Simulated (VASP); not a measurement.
SnO: single point with pbe exchange, lda correlation

SnO:

```
Sn O
1.0
     3.82999    0.00000    0.00000
     0.00000    3.82999    0.00000
     0.00000    0.00000    4.88081
Sn O
2 2
Direct
  0.50000 0.00000 0.23690
  0.00000 0.50000 0.76310
  0.00000 0.00000 0.00000
  0.50000 0.50000 0.00000
```

```json
{"Program": "VASP 6.6.1", "Task": "single point", "Functional": "pbe exchange, lda correlation", "Potentials or basis": "VASP PAW PBE potentials, release 64 (Sn_d, O)", "Cutoff": "600 eV", "k mesh": "5 × 5 × 4", "Occupations": "gaussian, width 0.01 eV", "Spin": "no spin polarisation"}
```

* Pressure: 9.7 GPa
* Largest force: 0.528 eV/Å
* Band gap on the k mesh: 0.85 eV (least direct gap 2.30 eV)

Forces on the atoms (eV/Å):
```
Sn   0.000  0.000  0.528
Sn   0.000  0.000 -0.528
O    0.000  0.000  0.000
O    0.000  0.000  0.000
```

Stress tensor (GPa, compression positive):
```
10.24  0.00  0.00
 0.00 10.24  0.00
 0.00  0.00  8.49
```

Levels at points of the mesh, in eV from the valence-band top:
```
           k point  band 17  band 18  band 19  band 20  band 21  band 22  band 23  band 24
(0.00, 0.00, 0.00)    -3.28    -3.00    -3.00     0.00     2.30     4.59     4.79     4.79
(0.00, 0.00, 0.50)    -3.18    -3.01    -3.01    -2.05     1.98     3.16     3.16     3.88
```

Wall time 24 s on 1 thread of Intel(R) Xeon(R) Platinum 8488C (Sapphire Rapids) (shared host), peak memory 0.2 GiB.

Caveat: the cell stands under pressure; the PAW data sets were made with another functional, which shifts forces and pressure a little; spin-orbit coupling is left out, which moves the levels of the heavy elements; an odd mesh through Γ misses points on the zone boundary, where band edges can lie.
